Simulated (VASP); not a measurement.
Set up this calculation in VASP 6.6.1, as the native input.

* Task: single point
* Functional: PBEsol
* Potentials or basis: VASP PAW PBE potentials, release 64 (Ge_d)
* Cutoff: 520 eV
* k mesh: 24 × 24 × 24
* Occupations: gaussian, width 0.15 eV
* Spin: no spin polarisation
* Dipole correction: no
* Further INCAR settings: ALGO = Fast; EDIFF = 1e-07; NBANDS = 21

The structure of Ge lies in POSCAR:

```
Ge
1.0
   -2.4348621169      2.4348621169      1.3268291593
    2.4348621169     -2.4348621169      1.3268291593
    2.4348621169      2.4348621169     -1.3268291593
Ge
2
Direct
    0.2500000000      0.7500000000      0.5000000000
    0.5000000000      0.5000000000      0.0000000000
```

This cell differs from its parent crystal: strain -0.050 along x and y, -0.050 along z.

One way to write it, as run:

INCAR

```
SYSTEM = Ge
PREC     = Accurate       ! precision mode
ENCUT    = 520            ! plane-wave cutoff, eV
EDIFF    = 1E-7           ! SCF threshold, eV
ISMEAR   = 0              ! smearing method
SIGMA    = 0.15           ! smearing width, eV
LREAL    = .False.        ! projectors in reciprocal space
LASPH    = .True.         ! aspherical terms in the spheres
NELM     = 80             ! most SCF steps
ALGO     = Fast           ! electronic algorithm
ISIF     = 2              ! what is computed and relaxed
LWAVE    = .False.        ! write WAVECAR
LCHARG   = .False.        ! write CHGCAR
GGA      = PS             ! functional
NBANDS   = 21             ! bands
```

KPOINTS

```
Automatic mesh
0
Gamma
  24 24 24
  0 0 0
```

Potentials or basis: VASP PAW PBE potentials, release 64 (Ge_d).

Command:

```bash
$ cat potpaw_PBE.64/Ge_d/POTCAR > POTCAR
$ mpirun -np 1 vasp_std > vasp.out
```

It gave:

```json
{
 "Pressure": "17.6 GPa",
 "Band gap on the k mesh": "zero (bands 14 and 15 overlap by 6.66 eV)"
}
```

Caveat: the cell differs from its parent crystal (strain -0.050 along x and y, -0.050 along z); the cell stands under pressure; the PAW data sets were made with another functional, which shifts forces and pressure a little.

Run time: 14 min on 1 thread of Oxide Virtual Turin-like Processor, with other jobs on the host, peak memory 0.57 GiB.
